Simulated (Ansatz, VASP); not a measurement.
# ZnO in VASP and in Ansatz

Contents of INCAR:

```
SYSTEM = ZnO
PREC     = Accurate       ! precision mode
ENCUT    = 520            ! plane-wave cutoff, eV
EDIFF    = 1E-6           ! SCF threshold, eV
ISMEAR   = -1             ! smearing method
SIGMA    = 0.03           ! smearing width, eV
LREAL    = .FALSE.        ! projectors in reciprocal space
LASPH    = .TRUE.         ! aspherical terms in the spheres
NELM     = 60             ! most SCF steps
ALGO     = Normal         ! electronic algorithm
ISIF     = 2              ! what is computed and relaxed
LWAVE    = .FALSE.        ! write WAVECAR
LCHARG   = .TRUE.         ! write CHGCAR
GGA      = PE             ! functional
LELF     = .TRUE.         ! ELF
LVHAR    = .TRUE.       
NBANDS   = 16             ! bands
```

Contents of KPOINTS:

```
Automatic mesh
0
G
  10 10 10
  0 0 0
```

File POSCAR:

```
ZnO
1.0
    0.0000000000      2.1037218051      2.1037218051
    2.1037218051      0.0000000000      2.1037218051
    2.1037218051      2.1037218051      0.0000000000
Zn O
1 1
Direct
    0.0000000000      0.0000000000      0.0000000000
    0.5000000000      0.5000000000      0.5000000000
```

Input for Ansatz:

```yaml
crystal:
  lattice:
    - [0.0, 2.1037218051, 2.1037218051]
    - [2.1037218051, 0.0, 2.1037218051]
    - [2.1037218051, 2.1037218051, 0.0]
  atoms:
    - { symbol: Zn, position: [0.0, 0.0, 0.0] }
    - { symbol: O, position: [0.5, 0.5, 0.5] }
kpoints:
  mp_grid: { grid: [10, 10, 10] }
scf:
  occupations: { method: fermi_dirac, width: 0.03 }
hamiltonian:
  xc: pbe
  pseudopotentials: { kind: all_electron, lapw: { basis_error: 0.001 } }
output:
  forces: true
  stress: true
  eigenvalues: true
```

Change from the starting cell: volume scaled by 0.95.

Alike in both runs: task single point; functional PBE; k mesh 10 × 10 × 10; occupations fermi-dirac, width 0.03 eV; no spin polarisation.

|  | VASP | Ansatz |
| --- | --- | --- |
| version | VASP 6.6.1 | Ansatz 0.2.0 |
| potentials or method | VASP PAW PBE potentials, release 64 (Zn, O), cutoff 520 eV | all-electron LAPW, scalar-relativistic |

|  | VASP | Ansatz | Ansatz less VASP |
| --- | --- | --- | --- |
| gap on the k mesh at the Fermi level (eV) | 1.12 | 1.17 | +0.056 |
| pressure (GPa) | 18.8 | 17.1 | -1.63 |

Ansatz ran all-electron here, and VASP with PAW potentials.
